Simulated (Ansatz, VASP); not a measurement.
One calculation of TaN, two programs

File INCAR:

```
SYSTEM = TaN
PREC     = Accurate       ! precision mode
ENCUT    = 700            ! plane-wave cutoff, eV
EDIFF    = 1E-6           ! SCF threshold, eV
ISMEAR   = 0              ! smearing method
SIGMA    = 0.15           ! smearing width, eV
LREAL    = .False.        ! projectors in reciprocal space
LASPH    = .True.         ! aspherical terms in the spheres
NELM     = 120            ! most SCF steps
ALGO     = Normal         ! electronic algorithm
ISIF     = 2              ! what is computed and relaxed
LWAVE    = .False.        ! write WAVECAR
LCHARG   = .False.        ! write CHGCAR
GGA      = PE             ! functional
NBANDS   = 16             ! bands
GGA_COMPAT= .False.
```

The input KPOINTS:

```
Automatic mesh
0
Gamma
  20 20 20
  0 0 0
```

POSCAR

```
TaN
1.0
   -0.4722201551      1.9702978885      1.9702978885
    1.9702978885     -0.4722201551      1.9702978885
    1.9702978885      1.9702978885     -0.4722201551
Ta N
1 1
Direct
    0.5000000000      0.5000000000      0.5000000000
    0.0000000000      0.0000000000      0.0000000000
```

Input for Ansatz:

```yaml
crystal:
  lattice:
    - [-0.4722201551, 1.9702978885, 1.9702978885]
    - [1.9702978885, -0.4722201551, 1.9702978885]
    - [1.9702978885, 1.9702978885, -0.4722201551]
  atoms:
    - { symbol: Ta, position: [0.5, 0.5, 0.5] }
    - { symbol: "N", position: [0.0, 0.0, 0.0] }
basis:
  ecutwfc: 420
kpoints:
  mp_grid: { grid: [20, 20, 20] }
hamiltonian:
  xc: pbe
scf:
  occupations: { method: gaussian, width: 0.15 }
output:
  forces: true
  stress: true
  eigenvalues: true
```

Alike in both runs: task single point; functional PBE; k mesh 20 × 20 × 20; occupations gaussian, width 0.15 eV; no spin polarisation.

|  | VASP | Ansatz |
| --- | --- | --- |
| version | VASP 6.6.1 | Ansatz 0.2.0 |
| potentials or method | VASP PAW PBE potentials, release 64 (Ta_sv_GW, N), cutoff 700 eV | scalar-relativistic, plane waves, PAW |
| valence electrons in the cell | 18 | 18 |

|  | VASP | Ansatz | Ansatz less VASP |
| --- | --- | --- | --- |
| gap on the k mesh at the Fermi level (eV) | none | none | - |
| pressure (GPa) | 13.2 | 13.3 | +0.09 |
| traceless stress, the component that is largest in VASP (GPa) | 11.29 | 11.36 | +0.066 |

A gap of «none» marks a metal or a gap that the smearing closes. The functional is the same, so the differences come from potentials, cutoffs and numerics.

Neither program's run includes spin-orbit coupling.
